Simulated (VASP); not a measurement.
A run of VASP 6.6.1 is set up as follows.

INCAR

```
  PREC = Accurate
  ENCUT = 520
  EDIFF = 1E-7
  ISMEAR = 0
  SIGMA = 0.02
  LREAL = False
  LASPH = True
  NELM = 100
  ALGO = Normal
  ISIF = 2
  LWAVE = False
  LCHARG = True
  GGA = PE
  IVDW = 12
  LELF = True
  LVHAR = True
  NBANDS = 44
```

Contents of KPOINTS:

```
regular mesh
0
Gamma
  4 4 4
```

The input POSCAR:

```
CO2
1.0
    5.2802343260      0.0000000000      0.0000000000
    0.0000000000      5.2802343260      0.0000000000
    0.0000000000      0.0000000000      5.2802343260
C O
4 8
Direct
    0.0000000000      0.0000000000      0.0000000000
    0.5000000000      0.0000000000      0.5000000000
    0.5000000000      0.5000000000      0.0000000000
    0.0000000000      0.5000000000      0.5000000000
    0.1274349990      0.1274349990      0.1274349990
    0.3725650010      0.8725650010      0.6274349990
    0.6274349990      0.3725650010      0.8725650010
    0.8725650010      0.6274349990      0.3725650010
    0.8725650010      0.8725650010      0.8725650010
    0.6274349990      0.1274349990      0.3725650010
    0.3725650010      0.6274349990      0.1274349990
    0.1274349990      0.3725650010      0.6274349990
```

Potentials or basis: VASP PAW PBE potentials, release 64 (C, O).

Command:

```console
$ cat potpaw_PBE.64/C/POTCAR potpaw_PBE.64/O/POTCAR > POTCAR
$ mpirun -np 1 vasp_std > vasp.out
```

(1) Estimate the pressure.

(2) Predict the largest force.

(3) What does it give for the dispersion energy per atom?

(4) Predict the band gap on the k mesh.

Results:

(1) 5.6 GPa.

(2) 0.714 eV/Å.

(3) -0.087 eV.

(4) 7.01 eV.

Caveat: the cell stands under pressure.
